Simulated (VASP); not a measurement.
The system is InAs.

```xyz
2
Lattice="0.0000 3.0546 3.0546 3.0240 0.0000 3.0546 3.0240 3.0546 0.0000" Properties=species:S:1:pos:R:3 pbc="T T T"
In    0.0000    0.0000    0.0000
As    1.5120    1.5273    1.5273
```

This cell differs from its parent crystal: uniaxial x strain -1.0%.

Base run:

* Program: VASP 6.6.1
* Functional: r2SCAN
* Potentials or basis: VASP PAW PBE potentials, release 64 (In_d, As)
* Cutoff: 520 eV
* k mesh: 8 × 8 × 8
* Occupations: fermi-dirac, width 0.02 eV
* Spin: no spin polarisation

Its results: band gap on the k mesh 0.10 eV, direct; pressure 0.6 GPa.

Problem. The run is repeated on the same cell with these changes: functional from r2SCAN to PBE. What comes out?

Solution. Band gap on the k mesh 0.05 eV, direct; pressure 2.7 GPa.

Caveats: spin-orbit coupling is left out, which moves the levels of the heavy elements; the PAW data sets were made with another functional, which shifts forces and pressure a little (some runs).

